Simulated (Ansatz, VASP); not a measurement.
## ZnCu: VASP beside Ansatz

Contents of INCAR:

```
SYSTEM = ZnCu
PREC = Accurate
ENCUT = 520
EDIFF = 1E-7
ISMEAR = -1
SIGMA = 0.05
LREAL = .False.
LASPH = .True.
NELM = 100
ALGO = Fast
ISIF = 2
LWAVE = .False.
LCHARG = .False.
GGA = CA
NBANDS = 18
```

File KPOINTS:

```
regular mesh
0
Gamma
  9 9 9
  0 0 0
```

File POSCAR:

```
ZnCu
1.0
    2.9837544443      0.0000000000      0.0000000000
    0.0000000000      2.9837544443      0.0000000000
    0.0000000000      0.0000000000      2.9837544443
Zn Cu
1 1
Direct
    0.5000000000      0.5000000000      0.5000000000
    0.0000000000      0.0000000000      0.0000000000
```

File input.yaml:

```yaml
crystal:
  lattice:
    - [2.9837544443, 0.0, 0.0]
    - [0.0, 2.9837544443, 0.0]
    - [0.0, 0.0, 2.9837544443]
  atoms:
    - { symbol: Zn, position: [0.5, 0.5, 0.5] }
    - { symbol: Cu, position: [0.0, 0.0, 0.0] }
kpoints:
  mp_grid: { grid: [9, 9, 9] }
scf:
  occupations: { method: fermi_dirac, width: 0.05 }
hamiltonian:
  xc: lda
  pseudopotentials: { kind: all_electron, lapw: { basis_error: 0.001 } }
output:
  forces: true
  stress: true
  eigenvalues: true
```

Change from the starting cell: volume scaled by 1.04.

Alike in both runs: task single point; functional LDA; k mesh 9 × 9 × 9; occupations fermi-dirac, width 0.05 eV; no spin polarisation.

|  | VASP | Ansatz |
| --- | --- | --- |
| version | VASP 6.6.1 | Ansatz 0.2.0 |
| potentials or method | VASP PAW LDA potentials, release 64 (Zn, Cu), cutoff 520 eV | all-electron LAPW, scalar-relativistic |

```csv
,VASP,Ansatz,Ansatz less VASP
gap on the k mesh at the Fermi level (eV),none,none,-
pressure (GPa),-12.3,-13.2,-0.95
```

LDA's correlation is that of Perdew and Zunger in VASP and of Perdew and Wang (1992) in Ansatz. A gap of «none» marks a metal or a gap that the smearing closes. Ansatz ran all-electron here, and VASP with PAW potentials.
